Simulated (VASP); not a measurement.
Input of a VASP 6.6.1 run:

Contents of INCAR:

```
PREC     = Accurate       # precision mode
ENCUT    = 520            # plane-wave cutoff, eV
EDIFF    = 1E-6           # SCF threshold, eV
ISMEAR   = 0              # smearing method
SIGMA    = 0.05           # smearing width, eV
LREAL    = F              # projectors in reciprocal space
LASPH    = T              # aspherical terms in the spheres
NELM     = 80             # most SCF steps
ALGO     = Normal         # electronic algorithm
ISIF     = 2              # what is computed and relaxed
LWAVE    = F              # write WAVECAR
LCHARG   = F              # write CHGCAR
GGA      = PE             # functional
NBANDS   = 16             # bands
```

Contents of KPOINTS:

```
Automatic mesh
0
Gamma
  10 10 10
```

File POSCAR:

```
InP
1.0
    0.0000000000      3.0247347168      2.9353336906
    3.0247347168      0.0000000000      2.9353336906
    3.0247347168      3.0247347168      0.0000000000
In P
1 1
Direct
    0.0000000000      0.0000000000      0.0000000000
    0.7500000000      0.7500000000      0.7500000000
```

Potentials or basis: VASP PAW PBE potentials, release 64 (In_d, P).

Launch:

```bash
$ cat potpaw_PBE.64/In_d/POTCAR potpaw_PBE.64/P/POTCAR > POTCAR
$ mpirun -np 1 vasp_std > vasp.out
```

(1) Estimate the pressure.

(2) Predict the band gap on the k mesh.

## Answers

(1) -0.9 GPa.

(2) 0.27 eV, direct.

Caveat: the cell differs from its parent crystal (strain +0.015 along x and y, -0.015 along z); spin-orbit coupling is left out, which moves the levels of the heavy elements.
